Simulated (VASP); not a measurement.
Here is a VASP 6.6.1 calculation.

Contents of INCAR:

```
ALGO = Normal
DIPOL = 0.5 0.5 0.500
EDIFF = 1E-7
ENCUT = 520
GGA = PE
IDIPOL = 3
ISIF = 2
ISMEAR = 0
LASPH = T
LCHARG = F
LDIPOL = T
LREAL = F
LWAVE = F
NBANDS = 22
NELM = 60
PREC = Accurate
SIGMA = 0.02
```

Contents of KPOINTS:

```
k-points
0
Gamma
  9 9 1
```

POSCAR

```
Bi
1.0
    4.2090000000      0.0000000000      0.0000000000
   -2.1045000000      3.6451009245      0.0000000000
    0.0000000000      0.0000000000     28.0000000000
Bi
2
Direct
    0.3333333333      0.6666666667      0.5264107143
    0.6666666667      0.3333333333      0.4735892857
```

Potentials or basis: VASP PAW PBE potentials, release 64 (Bi_d).

Launch:

```bash
$ cat potpaw_PBE.64/Bi_d/POTCAR > POTCAR
$ mpirun -np 1 vasp_std > vasp.out
```

Estimate the largest force.

2.821 eV/Å.

What does it give for the band gap on the k mesh?

0.64 eV (least direct gap 0.68 eV).

Forces on the atoms (eV/Å):
```
Bi   0.000  0.000  2.821
Bi   0.000  0.000 -2.821
```

Caveat: spin-orbit coupling is left out, which moves the levels of the heavy elements.
